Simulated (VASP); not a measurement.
A run of VASP 6.6.1:

INCAR

```
SYSTEM = Pd
PREC     = Accurate       ! precision mode
ENCUT    = 520            ! plane-wave cutoff, eV
EDIFF    = 1E-6           ! SCF threshold, eV
ISMEAR   = 0              ! smearing method
SIGMA    = 0.1            ! smearing width, eV
LREAL    = .FALSE.        ! projectors in reciprocal space
LASPH    = .TRUE.         ! aspherical terms in the spheres
NELM     = 60             ! most SCF steps
ALGO     = Fast           ! electronic algorithm
ISIF     = 2              ! what is computed and relaxed
LWAVE    = .FALSE.        ! write WAVECAR
LCHARG   = .FALSE.        ! write CHGCAR
GGA      = PE             ! functional
NBANDS   = 11             ! bands
```

The input KPOINTS:

```
Automatic mesh
0
G
  18 18 18
  0 0 0
```

File POSCAR:

```
Pd
1.0
    0.0000000000      1.9710855599      1.9710855599
    1.9710855599      0.0000000000      1.9710855599
    1.9710855599      1.9710855599      0.0000000000
Pd
1
Direct
    0.0000000000      0.0000000000      0.0000000000
```

Potentials or basis: VASP PAW PBE potentials, release 64 (Pd).

The run is started by

```sh
$ cat potpaw_PBE.64/Pd/POTCAR > POTCAR
$ mpirun -np 1 vasp_std > vasp.out
```

Hardware: 1 thread of AMD EPYC 7R43 64-Core Processor (Zen 3), with other jobs on the host.

**Question.** Estimate the wall time of this run.

**Answer.** Run time: 63 s on 1 thread of AMD EPYC 7R43 64-Core Processor (Zen 3), with other jobs on the host, peak memory 0.12 GiB. Counts: scf iterations 11, k points 195.
